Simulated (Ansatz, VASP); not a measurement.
This is a calculation of InAs for Ansatz 0.2.0.

File input.yaml:

```yaml
crystal:
  lattice:
    - [0.0, 3.018, 3.018]
    - [3.018, 0.0, 3.018]
    - [3.018, 3.018, 0.0]
  atoms:
    - { symbol: In, position: [0.0, 0.0, 0.0] }
    - { symbol: As, position: [0.75, 0.75, 0.75] }
kpoints:
  mp_grid: { grid: [8, 8, 8] }
scf:
  occupations: { method: gaussian, width: 0.027 }
hamiltonian:
  xc: pbe
  pseudopotentials: { kind: all_electron, lapw: { basis_error: 0.001 } }
output:
  forces: true
  stress: true
  eigenvalues: true
```

Potentials or basis: all-electron LAPW, scalar-relativistic.

Command:

```bash
$ ansatz run input.yaml --threads 1 --pin off --max-ram 3072MiB --backend cpu --events-out ev --progress --plain --runs-dir out
```

Problem. Translate it to VASP 6.6.1. Potentials there: VASP PAW PBE potentials, release 64 (In_d, As).

Solution. As run (the cutoff follows the program's own potentials):

File INCAR:

```
ALGO = Normal ; EDIFF = 1E-7
ENCUT = 520 ; GGA = PE
ISIF = 2 ; ISMEAR = 0
LASPH = T ; LCHARG = F
LREAL = F ; LWAVE = F
NBANDS = 16 ; NELM = 80
PREC = Accurate ; SIGMA = 0.027000000000000003
```

File KPOINTS:

```
k-points
0
Gamma
  8 8 8
```

The input POSCAR:

```
InAs
1.0
    0.0000000000      3.0180000000      3.0180000000
    3.0180000000      0.0000000000      3.0180000000
    3.0180000000      3.0180000000      0.0000000000
In As
1 1
Direct
    0.0000000000      0.0000000000      0.0000000000
    0.7500000000      0.7500000000      0.7500000000
```

Potentials or basis: VASP PAW PBE potentials, release 64 (In_d, As).

Launch:

```sh
$ cat potpaw_PBE.64/In_d/POTCAR potpaw_PBE.64/As/POTCAR > POTCAR
$ mpirun -np 1 vasp_std > vasp.out
```

Both were run:

|  | VASP | Ansatz | Ansatz less VASP |
| --- | --- | --- | --- |
| gap on the k mesh at the Fermi level (eV) | none | none | - |
| pressure (GPa) | 4.4 | 4.3 | -0.06 |

A gap of «none» marks a metal or a gap that the smearing closes. Ansatz ran all-electron here, and VASP with PAW potentials.
